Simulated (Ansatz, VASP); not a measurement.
## One calculation of CoSi, two programs

```xyz
8
Lattice="4.2963 0.0000 0.0000 0.0000 4.2963 0.0000 0.0000 0.0000 4.2963" Properties=species:S:1:pos:R:3 pbc="T T T"
Co    0.6328    0.6328    0.6328
Co    1.5154    3.6635    2.7809
Co    2.7809    1.5154    3.6635
Co    3.6635    2.7809    1.5154
Si    3.6259    3.6259    3.6259
Si    2.8185    0.6703    1.4778
Si    1.4778    2.8185    0.6703
Si    0.6703    1.4778    2.8185
```

Alike in both runs: functional PBEsol; k mesh 8 × 8 × 8; occupations gaussian, width 0.1 eV; no spin polarisation.

Ansatz relaxed the structure, and its values are those at the end. VASP's run is a single point on that final structure, the one shown.

|  | VASP | Ansatz |
| --- | --- | --- |
| version | VASP 6.6.1 | Ansatz 0.2.0 |
| potentials or method | VASP PAW PBE potentials, release 64 (Co, Si), cutoff 520 eV | scalar-relativistic, plane waves, PAW |
| valence electrons in the cell | 52 | 84 |

VASP gave:

```
gap on the k mesh at the Fermi level (eV) : none
pressure (GPa)                            : 17.5
rms of the force components (eV/Å)        : 0.003
```

Question: What did Ansatz give for the same quantities?

Answer: gap on the k mesh at the Fermi level (eV): none; pressure (GPa): 17.2; rms of the force components (eV/Å): 0.001.

VASP's potentials were made for PBE, not for PBEsol. A gap of «none» marks a metal or a gap that the smearing closes. VASP's potentials hold 52 valence electrons a cell and Ansatz's 84, so a difference there can come from the potentials and not from the codes. Ansatz's warnings: stress scf threshold loose.
